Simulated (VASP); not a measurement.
A run of VASP 6.6.1 is set up as follows.

The input INCAR:

```
PREC     = Accurate       # precision mode
ENCUT    = 600            # plane-wave cutoff, eV
EDIFF    = 1E-6           # SCF threshold, eV
ISMEAR   = -1             # smearing method
SIGMA    = 0.02           # smearing width, eV
LREAL    = F              # projectors in reciprocal space
LASPH    = T              # aspherical terms in the spheres
NELM     = 120            # most SCF steps
ALGO     = Normal         # electronic algorithm
ISIF     = 2              # what is computed and relaxed
LWAVE    = F              # write WAVECAR
LCHARG   = F              # write CHGCAR
GGA      = PE             # functional
NBANDS   = 11             # bands
GGA_COMPAT= F
```

File KPOINTS:

```
Automatic mesh
0
Gamma
  13 13 13
```

The input POSCAR:

```
AlN
1.0
    0.0000000000      1.9512669932      1.9512669932
    1.9512669932      0.0000000000      1.9512669932
    1.9512669932      1.9512669932      0.0000000000
Al N
1 1
Direct
    0.0000000000      0.0000000000      0.0000000000
    0.5000000000      0.5000000000      0.5000000000
```

Potentials or basis: VASP PAW PBE potentials, release 64 (Al, N).

Command:

```bash
$ cat potpaw_PBE.64/Al/POTCAR potpaw_PBE.64/N/POTCAR > POTCAR
$ mpirun -np 1 vasp_std > vasp.out
```

Problem. Estimate the band gap on the k mesh.

Solution. 5.16 eV (least direct gap 7.30 eV).

Problem. What does it give for the pressure?

Solution. 40.4 GPa.

Caveat: the cell stands under pressure; an odd mesh through Γ misses points on the zone boundary, where band edges can lie.
